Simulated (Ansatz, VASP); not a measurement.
**HPbNO4: VASP beside Ansatz**

```
H Pb N O
1.0
     3.85404    0.14384    0.09012
    -0.25320    5.52698    0.16471
    -0.48197   -1.92720    5.72025
H Pb N O
1 1 1 4
Cartesian
  -0.0083 2.5983 3.2335
  2.1473 2.6778 1.0046
  2.8237 3.6046 5.7249
  -0.4057 -0.9417 5.0623
  2.7256 -0.0852 0.8025
  -0.5912 2.3982 5.1009
  0.1280 2.5704 2.2622
```

Alike in both runs: task electric field gradients; functional PBE; k mesh 7 × 5 × 5; occupations fermi-dirac, width 0.05 eV; no spin polarisation.

|  | VASP | Ansatz |
| --- | --- | --- |
| version | VASP 6.6.1 | Ansatz 0.2.0 |
| potentials or method | VASP PAW PBE potentials, release 64 (H, Pb_d, N, O) | Ansatz PAW |
| plane-wave cutoff (eV) | 520 | 420 |
| valence electrons in the cell | 44 | 44 |

Ansatz gave:

- gap on the k mesh at the Fermi level (eV): 3.16
- least direct gap on the mesh (eV): 3.25
- pressure (GPa): 0.0
- traceless stress, the component that is largest in VASP (GPa): 0.02
- rms of the force components (eV/Å): 0.002
- size of Vzz on the site where it differs most (V/Å²): 14.3

**Question.** Which values does VASP return?

**Answer.** gap on the k mesh at the Fermi level (eV): 3.14; least direct gap on the mesh (eV): 3.22; pressure (GPa): 0.5; traceless stress, the component that is largest in VASP (GPa): -0.42; rms of the force components (eV/Å): 0.147; size of Vzz on the site where it differs most (V/Å²): 6.4.

Atom by atom the forces differ by 0.147 eV/Å (rms over components). One of these differences is far larger than is usual between the two programs; its cause wasn't traced. With one functional, cell and mesh, what is left measures potentials, basis and numerics.

Spin-orbit coupling is off throughout. Noted on VASP's run: the standard files for N, O and F lose accuracy on very short bonds. Noted on Ansatz's run: odd divisions of the mesh miss points on the zone boundary, where band edges often lie, so the gap on the mesh can be too wide.
